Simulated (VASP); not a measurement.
# C (Fd-3m) in VASP: notebook, part 2 of 2

VASP 6.6.1. The steps go on from the part before.

**3. Single point, r2SCAN**

Input file POSCAR:

```
C
1.0
    0.0000000000      1.7833900000      1.7833900000
    1.7833900000      0.0000000000      1.7833900000
    1.7833900000      1.7833900000      0.0000000000
C
2
Direct
    0.5000000000      0.5000000000      0.5000000000
    0.7500000000      0.7500000000      0.7500000000
```

Input file INCAR.step1:

```
PREC = Accurate
ENCUT = 910
ISMEAR = -1
SIGMA = 0.1
LREAL = F
LASPH = T
NELM = 120
NBANDS = 11
GGA = PE
ALGO = Normal
EDIFF = 1E-5
LWAVE = T
LCHARG = F
GGA_COMPAT = F
```

Input file INCAR.step2:

```
PREC = Accurate
ENCUT = 910
EDIFF = 1E-6
ISMEAR = -1
SIGMA = 0.1
LREAL = F
LASPH = T
NELM = 120
ALGO = Normal
ISIF = 2
LWAVE = F
LCHARG = F
METAGGA = R2SCAN
LMIXTAU = T
NBANDS = 11
ISTART = 1
GGA_COMPAT = F
```

Input file KPOINTS:

```
Automatic mesh
0
Gamma
  12 12 12
```

Potentials or basis: VASP PAW PBE potentials, release 64 (C_h).

Command:

```sh
cat potpaw_PBE.64/C_h/POTCAR > POTCAR
cp INCAR.step1 INCAR
mpirun -np 1 vasp_std > vasp.out
cp INCAR.step2 INCAR
mpirun -np 1 vasp_std > vasp.out
```

OUTCAR:

```text
PREC = Accurate
   ENCUT = 910
   EDIFF = 1E-6
   ISMEAR = -1
   LREAL = F
   LASPH = T
   NELM = 120
   ISIF = 2
   METAGGA = R2SCAN
   ISTART = 1

 ion  position               nearest neighbor table
   1  0.500  0.500  0.500-
   2  0.750  0.750  0.750-

  LATTYP: Found a face centered cubic cell.
 ALAT       =     3.5667800000

  Lattice vectors:

 A1 = (   0.0000000000,   1.7833900000,   1.7833900000)
 A2 = (   1.7833900000,   0.0000000000,   1.7833900000)
 A3 = (   1.7833900000,   1.7833900000,   0.0000000000)

Analysis of symmetry for initial positions (statically):
=====================================================================
 Subroutine PRICEL returns:
 Original cell was already a primitive cell.

 Routine SETGRP: Setting up the symmetry group for a
 face centered cubic supercell.

 Subroutine GETGRP returns: Found 48 space group operations
 (whereof 24 operations were pure point group operations)
 out of a pool of 48 trial point group operations.

The static configuration has the point symmetry T_d .
 The point group associated with its full space group is O_h .

Analysis of symmetry for dynamics (positions and initial velocities):
=====================================================================
 Subroutine PRICEL returns:
 Original cell was already a primitive cell.

 Routine SETGRP: Setting up the symmetry group for a
 face centered cubic supercell.

 Subroutine GETGRP returns: Found 48 space group operations
 (whereof 24 operations were pure point group operations)
 out of a pool of 48 trial point group operations.

The dynamic configuration has the point symmetry T_d .
 The point group associated with its full space group is O_h .

 Subroutine INISYM returns: Found 48 space group operations
 (whereof 24 operations are pure point group operations),
 and found     1 'primitive' translations

----------------------------------------------------------------------------------------

                                     Primitive cell

  volume of cell :      11.3441

  direct lattice vectors                    reciprocal lattice vectors
     0.000000000  1.783390000  1.783390000    -0.280364923  0.280364923  0.280364923
     1.783390000  0.000000000  1.783390000     0.280364923 -0.280364923  0.280364923
     1.783390000  1.783390000  0.000000000     0.280364923  0.280364923 -0.280364923

  length of vectors
     2.522094325  2.522094325  2.522094325     0.485606291  0.485606291  0.485606291

  position of ions in fractional coordinates (direct lattice)
     0.500000000  0.500000000  0.500000000
     0.750000000  0.750000000  0.750000000

  ion indices of the primitive-cell ions
   primitive index   ion index
                 1           1
                 2           2

----------------------------------------------------------------------------------------

 KPOINTS: Automatic mesh

Automatic generation of k-mesh.
 Grid dimensions read from file:
 generate k-points for:   12   12   12

 Generating k-lattice:

  Cartesian coordinates                     Fractional coordinates (reciprocal lattice)
    -0.023363744  0.023363744  0.023363744     0.083333333  0.000000000  0.000000000
     0.023363744 -0.023363744  0.023363744     0.000000000  0.083333333  0.000000000
     0.023363744  0.023363744 -0.023363744     0.000000000  0.000000000  0.083333333

  Length of vectors
     0.040467191  0.040467191  0.040467191

  Shift w.r.t. Gamma in fractional coordinates (k-lattice)
     0.000000000  0.000000000  0.000000000

 Subroutine IBZKPT returns following result:
 ===========================================

 Found     72 irreducible k-points:

 Following reciprocal coordinates:
            Coordinates               Weight
  0.000000  0.000000  0.000000      1.000000
  0.083333  0.000000  0.000000      8.000000
  0.166667  0.000000  0.000000      8.000000
  0.250000  0.000000  0.000000      8.000000
  0.333333  0.000000  0.000000      8.000000
  0.416667  0.000000  0.000000      8.000000
[... 16 lines left out ...]
  0.500000  0.166667  0.000000     24.000000
 -0.416667  0.166667  0.000000     24.000000
 [... further k-points ...]
   k-points           NKPTS =     72   k-points in BZ     NKDIM =     72   number of bands    NBANDS=     11
   number of dos      NEDOS =    301   number of ions     NIONS =      2
   total plane-waves  NPLWV =  21952
   dimension x,y,z NGX =    28 NGY =   28 NGZ =   28
   dimension x,y,z NGXF=    56 NGYF=   56 NGZF=   56
   ions per type =               2
   NGX,Y,Z   is equivalent  to a cutoff of  18.46, 18.46, 18.46 a.u.
   NGXF,Y,Z  is equivalent  to a cutoff of  36.91, 36.91, 36.91 a.u.
 SYSTEM =  unknown system
   PREC   = accura    normal or accurate (medium, high low for compatibility)
   ISTART =      1    job   : 0-new  1-cont  2-samecut
   ICHARG =      0    charge: 1-file 2-atom 10-const
   ISPIN  =      1    spin polarized calculation?
   LNONCOLLINEAR =      F non collinear calculations
   LSORBIT =      F    spin-orbit coupling
   LASPH  =      T    aspherical Exc in radial PAW
   ENCUT  =  910.0 eV  66.88 Ry    8.18 a.u.   6.20  6.20  6.20*2*pi/ulx,y,z
   NELM   =    120;   NELMIN=  2; NELMDL=  0     # of ELM steps
   EDIFF  = 0.1E-05   stopping-criterion for ELM
   LREAL  =      F    real-space projection
   EDIFFG = 0.1E-04   stopping-criterion for IOM
   NSW    =      0    number of steps for IOM
   IBRION =     -1    ionic relax: 0-MD 1-quasi-New 2-CG
   NFREE  =      0    steps in history (QN), initial steepest desc. (CG)
   ISIF   =      2    stress and relaxation
   ISYM   =      2    0-nonsym 1-usesym 2-fastsym
   POTIM  = 0.5000    time-step for ionic-motion
   TEBEG  =    0.0;   TEEND  =   0.0 temperature during run
   PSTRESS=    0.0 pullay stress
   NELECT =       8.0000    total number of electrons
   NUPDOWN=      -1.0000    fix difference up-down
   EMIN   =  10.00;   EMAX   =-10.00  energy-range for DOS
   EFERMI =   0.00;   METHOD = LEGACY
   ISMEAR =    -1;   SIGMA  =   0.10  broadening in eV -4-tet -1-fermi 0-gaus
   EFERMI_NEDOS =   21; number of points for ismear=-14 and -15
   IALGO  =     38    algorithm
   IMIX   =      4    mixing-type and parameters
     AMIX     =   0.40;   BMIX     =  1.00
     AMIX_MAG =   1.60;   BMIX_MAG =  1.00
  volume/ion in A,a.u.               =       5.67        38.28
  Fermi-wavevector in a.u.,A,eV,Ry     =   1.457187  2.753683 28.890513  2.123393
  Thomas-Fermi vector in A             =   2.574017
   LORBIT       =      0    0 simple, 1 ext, 2 COOP (PROOUT), +10 PAW based schemes
   METAGGA = R2SCAN    functional components
   LHFCALC =     F    Hartree Fock is set to
   AEXX    =    0.0000 exact exchange contribution
   IVDW    =     0    specifies the selected vdW correction
   LEPSILON=     F    determine dielectric tensor
   LRPA    =     F    only Hartree local field effects (RPA)
 non-spin polarized calculation
  energy-cutoff  :      910.00
  volume of cell :       11.34
 maximum number of plane-waves:       725
 NGX is ok and might be reduce to    28
   NGX = 13   NGY = 13   NGZ = 13

 number of electron       8.0000000 magnetization

 Free energy of the ion-electron system (eV)
  ---------------------------------------------------
  ext. energy  EPLUGINS =         0.00000000
  ---------------------------------------------------
  free energy    TOTEN  =       -19.71890330 eV

  energy without entropy =      -19.71890330  energy(sigma->0) =      -19.71890330

 E-fermi :  12.7531     XC(G=0): -14.2699

 val. band max:       10.9077333379   @ k =   0.0000   0.0000   0.0000
 cond. band min:      15.2819361744   @ k =   0.3333   0.3333   0.0000
 fundamental gap:      4.3742028365
 Fermi energy:        12.7531310472

 k-point     1 :       0.0000    0.0000    0.0000
  band No.  band energies     occupation
      1     -11.7609      2.00000
      2      10.9077      2.00000
      3      10.9077      2.00000
      4      10.9077      2.00000
      5      16.7866      0.00000
      6      16.7866      0.00000
      7      16.7866      0.00000
      8      24.7595      0.00000
      9      31.3070      0.00000
     10      38.2606      0.00000
     11      38.2606      0.00000
[... 309 lines left out ...]
 k-point    24 :      -0.4167    0.1667    0.0000
  band No.  band energies     occupation
      1      -5.3697      2.00000
      2      -2.2628      2.00000
      3       5.1069      2.00000
      4       7.1138      2.00000
      5      18.8413      0.00000
      6      21.7089      0.00000
      7      22.6487      0.00000
      8      27.3294      0.00000
      9      31.4574      0.00000
     10      36.1639      0.00000
     11      36.9180      0.00000

 [... further k-points ...]
[... 5 lines left out ...]
  --------------------------------------------------------------------------------------
  -------------------------------------------------------------------------------------
  Total       -0.2318582     -0.2318582     -0.2318582     -0.0000000      0.0000000      0.0000000
  in kB      -32.7464407    -32.7464407    -32.7464407     -0.0000000      0.0000000      0.0000000
  external PRESSURE =     -32.7464407 kB  Pullay stress =       0.0000000 kB

 VOLUME and BASIS-vectors are now :
 -----------------------------------------------------------------------------
  energy-cutoff  :      910.00
  volume of cell :       11.34
      direct lattice vectors                 reciprocal lattice vectors
     0.000000000  1.783390000  1.783390000    -0.280364923  0.280364923  0.280364923
     1.783390000  0.000000000  1.783390000     0.280364923 -0.280364923  0.280364923
     1.783390000  1.783390000  0.000000000     0.280364923  0.280364923 -0.280364923

 POSITION                                       TOTAL-FORCE (eV/Angst)
 -----------------------------------------------------------------------------------
      1.78339      1.78339      1.78339         0.000000      0.000000      0.000000
      2.67509      2.67509      2.67509        -0.000000     -0.000000     -0.000000
 -----------------------------------------------------------------------------------
    total drift:                                0.000000      0.000000     -0.000000

  FREE ENERGIE OF THE ION-ELECTRON SYSTEM (eV)
  ---------------------------------------------------
  free  energy   TOTEN  =       -19.7189033034 eV

  energy  without entropy=      -19.7189033033  energy(sigma->0) =      -19.71890330
```

OSZICAR.step1:

```text
N       E                     dE             d eps       ncg     rms          rms(c)
DAV:   1     0.134201288289E+02    0.13420E+02   -0.66634E+03  1608   0.109E+03
DAV:   2    -0.178672046989E+02   -0.31287E+02   -0.29603E+02  2219   0.171E+02
DAV:   3    -0.188297291337E+02   -0.96252E+00   -0.96019E+00  1903   0.251E+01
DAV:   4    -0.188320673816E+02   -0.23382E-02   -0.23381E-02  1720   0.142E+00
DAV:   5    -0.188320704187E+02   -0.30371E-05   -0.30371E-05  1864   0.518E-02    0.479E+00
DAV:   6    -0.183686780013E+02    0.46339E+00   -0.23791E-01  1665   0.347E+00    0.263E+00
DAV:   7    -0.182115071243E+02    0.15717E+00   -0.29492E-01  1710   0.387E+00    0.356E-01
DAV:   8    -0.182133973908E+02   -0.18903E-02   -0.84750E-03  1683   0.827E-01    0.412E-02
DAV:   9    -0.182134448563E+02   -0.47466E-04   -0.60328E-05  1926   0.684E-02    0.186E-02
DAV:  10    -0.182134626741E+02   -0.17818E-04   -0.14717E-05  1710   0.342E-02    0.251E-03
DAV:  11    -0.182134625267E+02    0.14743E-06   -0.25696E-07   837   0.515E-03
   1 F= -.18213463E+02 E0= -.18213463E+02  d E =-.739074E-10
```

It used 110 s of CPU time on 1 thread of AMD EPYC 7R13 Processor (Zen 3), with other jobs on the host.

What came out:

- Free energy: -19.7189 eV
- Pressure: -3.3 GPa
- Band gap on the k mesh: 4.37 eV, indirect (least direct gap 5.88 eV)

Caveat: the cutoff is under 1.25 times the usual one of these potentials, so pressure, stress and relaxed cells hold a basis-set (Pulay) error; the PAW data sets were made with another functional, which shifts forces and pressure a little. r2SCAN opens gaps a little over a GGA but as a rule still falls short of measured ones.

**4. Single point, r2SCAN**

POSCAR is that of step 3.

Input file INCAR.step1:

```
SYSTEM = C
  PREC = Accurate
  ENCUT = 660
  ISMEAR = -1
  SIGMA = 0.1
  LREAL = .FALSE.
  LASPH = .TRUE.
  NELM = 120
  NBANDS = 11
  GGA = PE
  ALGO = Normal
  EDIFF = 1E-5
  LWAVE = .TRUE.
  LCHARG = .FALSE.
  GGA_COMPAT = .FALSE.
```

Input file INCAR.step2:

```
SYSTEM = C
  PREC = Accurate
  ENCUT = 660
  EDIFF = 1E-6
  ISMEAR = -1
  SIGMA = 0.1
  LREAL = .FALSE.
  LASPH = .TRUE.
  NELM = 120
  ALGO = Normal
  ISIF = 2
  LWAVE = .FALSE.
  LCHARG = .FALSE.
  METAGGA = R2SCAN
  LMIXTAU = .TRUE.
  NBANDS = 11
  ISTART = 1
  GGA_COMPAT = .FALSE.
```

Input file KPOINTS:

```
regular mesh
0
G
  12 12 12
  0 0 0
```

Potentials or basis: VASP PAW PBE potentials, release 64 (C).

Command:

```sh
cat potpaw_PBE.64/C/POTCAR > POTCAR
cp INCAR.step1 INCAR
mpirun -np 1 vasp_std > vasp.out
cp INCAR.step2 INCAR
mpirun -np 1 vasp_std > vasp.out
```

It took 51 s on 1 thread of Intel Xeon 8259CL, shared host; peak memory 0.14 GiB.

It converged, with:

* Free energy: -19.6691 eV
* Pressure: -2.3 GPa
* Band gap on the k mesh: 4.34 eV, indirect (least direct gap 5.84 eV)

Levels at points of the mesh, in eV from the valence-band top:
| k point | band 1 | band 2 | band 3 | band 4 | band 5 | band 6 | band 7 | band 8 |
| --- | --- | --- | --- | --- | --- | --- | --- | --- |
| (0.00, 0.00, 0.00) | -22.69 | 0.00 | 0.00 | 0.00 | 5.84 | 5.84 | 5.84 | 13.82 |
| (0.50, 0.00, 0.00) | -16.75 | -14.04 | -2.98 | -2.98 | 8.88 | 8.88 | 9.13 | 16.70 |
| (0.50, 0.50, 0.00) | -13.59 | -13.59 | -6.66 | -6.66 | 5.00 | 5.00 | 17.87 | 17.87 |

Caveat: the PAW data sets were made with another functional, which shifts forces and pressure a little. r2SCAN opens gaps a little over a GGA but as a rule still falls short of measured ones.

**5. Single point, r2SCAN**

POSCAR is that of step 4.

Input file INCAR.step1:

```
SYSTEM = C
PREC = Accurate ; ENCUT = 660
ISMEAR = -5 ; SIGMA = 0.1
LREAL = .False. ; LASPH = .True.
NELM = 120 ; NBANDS = 11
GGA = PE ; ALGO = Normal
EDIFF = 1E-5 ; LWAVE = .True.
LCHARG = .False. ; GGA_COMPAT = .False.
```

Input file INCAR.step2:

```
SYSTEM = C
PREC = Accurate ; ENCUT = 660
EDIFF = 1E-6 ; ISMEAR = -5
SIGMA = 0.1 ; LREAL = .False.
LASPH = .True. ; NELM = 120
ALGO = Normal ; ISIF = 2
LWAVE = .False. ; LCHARG = .True.
METAGGA = R2SCAN ; LMIXTAU = .True.
LELF = .True. ; LVHAR = .True.
NBANDS = 11 ; ISTART = 1
GGA_COMPAT = .False.
```

Input file KPOINTS:

```
regular mesh
0
Gamma
  12 12 12
  0 0 0
```

Command:

```sh
cat potpaw_PBE.64/C/POTCAR > POTCAR
cp INCAR.step1 INCAR
mpirun -np 1 vasp_std > vasp.out
cp INCAR.step2 INCAR
mpirun -np 1 vasp_std > vasp.out
```

It took 49 s on 1 thread of Intel Xeon 8259CL, shared host; peak memory 0.14 GiB.

Results (log left out):

| Property | Result |
| --- | --- |
| Free energy | -19.6691 eV |
| Pressure | -2.3 GPa |
| Band gap on the k mesh | 4.34 eV, indirect (least direct gap 5.84 eV) |

Levels at points of the mesh, in eV from the valence-band top:
```
           k point  band 1  band 2  band 3  band 4  band 5  band 6  band 7  band 8  band 9
(0.00, 0.00, 0.00)  -22.69    0.00    0.00    0.00    5.84    5.84    5.84   13.82   20.40
(0.50, 0.00, 0.00)  -16.75  -14.04   -2.98   -2.98    8.88    8.88    9.13   16.70   23.20
(0.50, 0.50, 0.00)  -13.59  -13.59   -6.66   -6.66    5.00    5.00   17.87   17.87   24.61
```

Caveat: the PAW data sets were made with another functional, which shifts forces and pressure a little.

**6. Summary**

| potentials or basis | cutoff (eV) | smearing | second run | gap on the mesh (eV) | pressure (GPa) |
| --- | --- | --- | --- | --- | --- |
| VASP PAW PBE potentials, release 64 (C) | 520 | fermi-dirac 0.1 eV | - | 4.34 | -1.3 |
| VASP PAW PBE potentials, release 64 (C_h) | 910 | fermi-dirac 0.1 eV | hard_potentials | 4.37 | -3.3 |
| VASP PAW PBE potentials, release 64 (C) | 660 | fermi-dirac 0.1 eV | - | 4.34 | -2.3 |
| VASP PAW PBE potentials, release 64 (C) | 660 | tetrahedron | - | 4.34 | -2.3 |

Alike in all rows: task single point; level r2SCAN; no spin polarisation; cell as given; k mesh 12 × 12 × 12.

Caveats: the PAW data sets were made with another functional, which shifts forces and pressure a little; the cutoff is under 1.25 times the usual one of these potentials, so pressure, stress and relaxed cells hold a basis-set (Pulay) error (some runs).

Absolute energies hang on the potentials; compare differences alone.
